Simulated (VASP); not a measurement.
Here is a VASP 6.6.1 calculation.

INCAR

```
SYSTEM = GeCl2
ALGO     = Normal         ! electronic algorithm
EDIFF    = 1E-6           ! SCF threshold, eV
ENCUT    = 520            ! plane-wave cutoff, eV
GGA      = PE             ! functional
ISIF     = 2              ! what is computed and relaxed
ISMEAR   = 0              ! smearing method
LASPH    = .TRUE.         ! aspherical terms in the spheres
LCHARG   = .TRUE.         ! write CHGCAR
LELF     = .TRUE.         ! ELF
LREAL    = .FALSE.        ! projectors in reciprocal space
LVHAR    = .TRUE.       
LWAVE    = .FALSE.        ! write WAVECAR
NBANDS   = 21             ! bands
NELM     = 100            ! most SCF steps
PREC     = Accurate       ! precision mode
SIGMA    = 0.02           ! smearing width, eV
```

Contents of KPOINTS:

```
k-points
0
G
  12 12 6
  0 0 0
```

The input POSCAR:

```
GeCl2
1.0
    4.9839227580      0.0000000000      0.0000000000
   -2.4919613790      4.3162037189      0.0000000000
    0.0000000000      0.0000000000      6.5560948670
Ge Cl
1 2
Direct
    0.0000000000      0.0000000000      0.7626455260
    0.3333333333      0.6666666667      0.7625045170
    0.6666666667      0.3333333333      0.7625045170
```

Potentials or basis: VASP PAW PBE potentials, release 64 (Ge_d, Cl).

Command:

```bash
$ cat potpaw_PBE.64/Ge_d/POTCAR potpaw_PBE.64/Cl/POTCAR > POTCAR
$ mpirun -np 1 vasp_std > vasp.out
```

(1) Predict the band gap on the k mesh.

(2) What does it give for the pressure?

Answers

(1) 0.43 eV, direct.

(2) -0.1 GPa.
